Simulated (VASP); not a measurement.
Wanted: the native input for a VASP 6.6.1 run.

| Quantity | Value |
| --- | --- |
| Task | single point |
| Functional | PBE |
| Potentials or basis | VASP PAW PBE potentials, release 64 (Sc_sv, Al) |
| Cutoff | 520 eV |
| k mesh | 6 × 6 × 2 |
| Occupations | gaussian, width 0.1 eV |
| Spin | collinear spin |
| Starting moments | [1.0, 1.0, 1.0, 0.0] μB |
| Dipole correction | no |
| Further INCAR settings | ALGO = Normal; EDIFF = 1e-07; NBANDS = 30 |

The structure of Sc3Al lies in POSCAR:

```
Sc3Al
1.0
    3.1830923600      0.0000000000      0.0000000000
   -1.5915461800      2.7566388500      0.0000000000
    0.0000000000      0.0000000000      9.9491110500
Sc Al
3 1
Direct
    0.0000000000      0.0000000000      0.0000000000
    0.6666666700      0.3333333300      0.7309134000
    0.6666666700      0.3333333300      0.2690866000
    0.0000000000      0.0000000000      0.5000000000
```

The cell was built from a structure type or drawn by symmetry, and may not be a known phase.

These files were run (other wordings do the same):

INCAR

```
SYSTEM = Sc3Al
ALGO = Normal
EDIFF = 1E-7
ENCUT = 520
GGA = PE
ISIF = 2
ISMEAR = 0
ISPIN = 2
LASPH = .True.
LCHARG = .False.
LMAXMIX = 4
LORBIT = 11
LREAL = .False.
LWAVE = .False.
MAGMOM = 1 1 1 0
NBANDS = 30
NELM = 150
PREC = Accurate
SIGMA = 0.1
```

KPOINTS

```
k-points
0
Gamma
  6 6 2
  0 0 0
```

Potentials or basis: VASP PAW PBE potentials, release 64 (Sc_sv, Al).

The run is started by

```bash
$ cat potpaw_PBE.64/Sc_sv/POTCAR potpaw_PBE.64/Al/POTCAR > POTCAR
$ mpirun -np 1 vasp_std > vasp.out
```

Results of the run:

The pressure is 3.3 GPa and the largest force is 0.305 eV/Å. The net moment is 0.86 μB per cell and the site moments are Sc +0.28, +0.10 (each value once); Al +0.01 μB. The valence electrons inside the program's atomic spheres are Sc 9.43, 9.44 (each value once); Al 0.79.

Caveat: the k points lie up to 0.38 Å⁻¹ apart.

It took 110 s on 1 thread of Intel(R) Xeon(R) Platinum 8259CL CPU @ 2.50GHz (Skylake/Cascade Lake), with other jobs on the host, peak memory 0.26 GiB.
